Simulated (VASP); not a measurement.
Al: single point with r2SCAN

The system is Al.

```
Al
1.0
     0.00000   -3.18874    0.00000
    -3.18874    0.00000    0.00000
     0.00000    0.00000   -3.18874
Al
2
Direct
  0.50000 0.50000 0.46707
  0.00000 0.00000 0.03293
```

This cell differs from its parent crystal: atoms displaced along a vibrational mode.

- Program: VASP 6.6.1
- Task: single point
- Functional: r2SCAN
- Potentials or basis: VASP PAW PBE potentials, release 64 (Al)
- Cutoff: 520 eV
- k mesh: 18 × 18 × 18
- Occupations: gaussian, width 0.15 eV
- Spin: no spin polarisation

```yaml
Pressure: 1.1 GPa
Largest_force: 0.959 eV/Å
Band_gap_on_the_k_mesh: zero (bands 3 and 4 overlap by 9.40 eV)
```

Forces in eV/Å, atoms in the order of the input:
```
Al   0.000  0.000 -0.959
Al   0.000  0.000  0.959
```

Stress tensor (GPa, compression positive):
```
 1.83  0.00  0.00
 0.00  1.83  0.00
 0.00  0.00 -0.41
```

Levels at points of the mesh, in eV from the Fermi level:
| k point | band 1 | band 2 | band 3 | band 4 | band 5 | band 6 |
| --- | --- | --- | --- | --- | --- | --- |
| (0.00, 0.00, 0.00) | -12.02 | 1.97 | 1.97 | 2.09 | 2.88 | 2.89 |
| (0.50, 0.00, 0.00) | -8.20 | -8.20 | 5.35 | 5.35 | 5.43 | 5.43 |
| (0.00, 0.00, 0.50) | -8.54 | -7.83 | 4.84 | 4.84 | 5.96 | 5.96 |
| (0.50, 0.50, 0.00) | -4.84 | -4.84 | -4.05 | -4.05 | 8.82 | 8.82 |
| (0.00, 0.50, 0.50) | -4.95 | -4.95 | -3.90 | -3.90 | 8.16 | 8.16 |
| (0.50, 0.50, 0.50) | -1.74 | -1.74 | -1.21 | -1.21 | -0.65 | -0.65 |

Wall time 4 min on 1 thread of Intel(R) Xeon(R) Platinum 8259CL CPU @ 2.50GHz (Skylake/Cascade Lake) (shared host), peak memory 0.25 GiB.

Caveat: the cell differs from its parent crystal (atoms displaced along a vibrational mode); the PAW data sets were made with another functional, which shifts forces and pressure a little.
